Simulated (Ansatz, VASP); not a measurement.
Two plane-wave programs on Se

POSCAR

```
Se
1.0
    4.2926477518      0.0000000000      0.0000000000
   -2.1463238759      3.7175420026      0.0000000000
    0.0000000000      0.0000000000      5.0408570506
Se
3
Direct
    0.2284677957      0.0000000000      0.3333333333
    0.0000000000      0.2284677957      0.6666666667
    0.7715322043      0.7715322043      0.0000000000
```

Contents of INCAR.step1:

```
ALGO     = Normal         # electronic algorithm
EDIFF    = 1E-4           # SCF threshold, eV
ENCUT    = 520            # plane-wave cutoff, eV
GGA      = PE             # functional
ISMEAR   = 0              # smearing method
LASPH    = True           # aspherical terms in the spheres
LCHARG   = False          # write CHGCAR
LREAL    = False          # projectors in reciprocal space
LWAVE    = True           # write WAVECAR
NBANDS   = 16             # bands
NELM     = 60             # most SCF steps
PREC     = Accurate       # precision mode
SIGMA    = 0.01           # smearing width, eV
```

INCAR.step2

```
ALGO     = Normal         # electronic algorithm
EDIFF    = 1E-6           # SCF threshold, eV
ENCUT    = 520            # plane-wave cutoff, eV
ISIF     = 2              # what is computed and relaxed
ISMEAR   = 0              # smearing method
ISTART   = 1            
LASPH    = True           # aspherical terms in the spheres
LCHARG   = False          # write CHGCAR
LMIXTAU  = True         
LREAL    = False          # projectors in reciprocal space
LWAVE    = False          # write WAVECAR
METAGGA  = R2SCAN         # meta-GGA
NBANDS   = 16             # bands
NELM     = 60             # most SCF steps
PREC     = Accurate       # precision mode
SIGMA    = 0.01           # smearing width, eV
```

The input KPOINTS:

```
k-points
0
Gamma
  12 12 6
```

Input for Ansatz:

```yaml
crystal:
  lattice:
    - [4.2926477518, 0.0, 0.0]
    - [-2.1463238759, 3.7175420026, 0.0]
    - [0.0, 0.0, 5.0408570506]
  atoms:
    - { symbol: Se, position: [0.2284677957, 0.0, 0.3333333333] }
    - { symbol: Se, position: [0.0, 0.2284677957, 0.6666666667] }
    - { symbol: Se, position: [0.7715322043, 0.7715322043, 0.0] }
kpoints:
  mp_grid: { grid: [12, 12, 6] }
  band_path:
    path:
      - [0.0, 0.0, 0.0]
      - [0.5, 0.0, 0.0]
      - [0.3333333333, 0.3333333333, 0.0]
      - [0.0, 0.0, 0.5]
      - [0.5, 0.0, 0.5]
      - [0.3333333333, 0.3333333333, 0.5]
      - [0.161458, 0.419271, -0.5]
      - [0.35, 0.3, 0.5]
    npoints: 1
hamiltonian:
  xc: r2scan
scf:
  occupations: { method: fixed }
  n_extra_bands: 4
output:
  forces: true
  stress: true
  eigenvalues: true
```

Alike in both runs: task single point; functional r2SCAN; k mesh 12 × 12 × 6; no spin polarisation.

```csv
,VASP,Ansatz
version,VASP 6.6.1,Ansatz 0.2.0
potentials or method,"VASP PAW PBE potentials, release 64 (Se)","plane waves, PAW"
plane-wave cutoff (eV),520,500
occupations,"gaussian, width 0.01 eV",fixed
valence electrons in the cell,18,48
```

```csv
,VASP,Ansatz,Ansatz less VASP
gap on the k mesh at the Fermi level (eV),1.05,1.06,+0.011
pressure (GPa),0.8,0.8,+0.03
"traceless stress, the component that is largest in VASP (GPa)",-0.16,-0.14,+0.015
rms of the force components (eV/Å),0.023,0.025,+0.0021
```

VASP's potentials were made for PBE, not for r2SCAN. Atom by atom the forces differ by 0.002 eV/Å (rms over components). VASP's potentials hold 18 valence electrons a cell and Ansatz's 48, so a difference there can come from the potentials and not from the codes.
